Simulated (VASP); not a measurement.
Set up this calculation in VASP 6.6.1, as the native input.

```
Task                   : relaxation of cell and atoms
Functional             : PBE
Potentials or basis    : VASP PAW PBE potentials, release 64 (B, Mo_sv, Ru_sv)
Cutoff                 : 560 eV
k mesh                 : 4 × 4 × 6
Occupations            : gaussian, width 0.1 eV
Spin                   : no spin polarisation
Dipole correction      : no
Further INCAR settings : ALGO = Normal; EDIFF = 1e-07; IBRION = 2; EDIFFG = -0.04; NSW = 90; ISIF = 3
```

The structure of B4MoRu lies in POSCAR:

```
B4MoRu
1.0
    3.1529134300     -3.1696424100      0.0000000000
    3.1529134300      3.1696424100      0.0000000000
    0.0000000000      0.0000000000      3.0666674500
B Mo Ru
4 1 1
Direct
    0.8092463600      0.8092463600      0.0000000000
    0.6982636500      0.3017363500      0.5000000000
    0.1907536400      0.1907536400      0.0000000000
    0.3017363500      0.6982636500      0.5000000000
    0.0000000000      0.0000000000      0.5000000000
    0.5000000000      0.5000000000      0.0000000000
```

The cell was generated, and may not be a known phase.

One way to write it, as run:

INCAR

```
PREC = Accurate
ENCUT = 560
EDIFF = 1E-7
ISMEAR = 0
SIGMA = 0.1
LREAL = False
LASPH = True
NELM = 120
ALGO = Normal
ISIF = 3
LWAVE = False
LCHARG = False
GGA = PE
IBRION = 2
NSW = 90
EDIFFG = -0.04
GGA_COMPAT = False
NELMIN = 4
```

KPOINTS

```
Automatic mesh
0
Gamma
  4 4 6
```

Potentials or basis: VASP PAW PBE potentials, release 64 (B, Mo_sv, Ru_sv).

Launch:

```bash
$ cat potpaw_PBE.64/B/POTCAR potpaw_PBE.64/Mo_sv/POTCAR potpaw_PBE.64/Ru_sv/POTCAR > POTCAR
$ mpirun -np 1 vasp_std > vasp.out
```

Results of the run:

The relaxed volume is 11.58 Å³/atom, the relaxed cell is a = 4.091 Å, b = 4.091 Å, c = 4.156 Å, α = 90.00°, β = 90.00°, γ = 92.86° and the space group after relaxing (to 0.1 Å) is Cmmm (No. 65). The energy gained by relaxing is 893.3 meV/atom, the ionic steps are 55 and the pressure after relaxing is 0.0 GPa. The largest force after relaxing is 0.005 eV/Å and the band gap on the k mesh is zero (bands 21 and 22 overlap by 1.30 eV).

Caveat: a cell axis changed by over 15 % at a fixed basis, so the end point is rough.

It took 13 min on 1 thread of Intel(R) Xeon(R) 6975P-C (Granite Rapids) (shared host), peak memory 0.23 GiB.
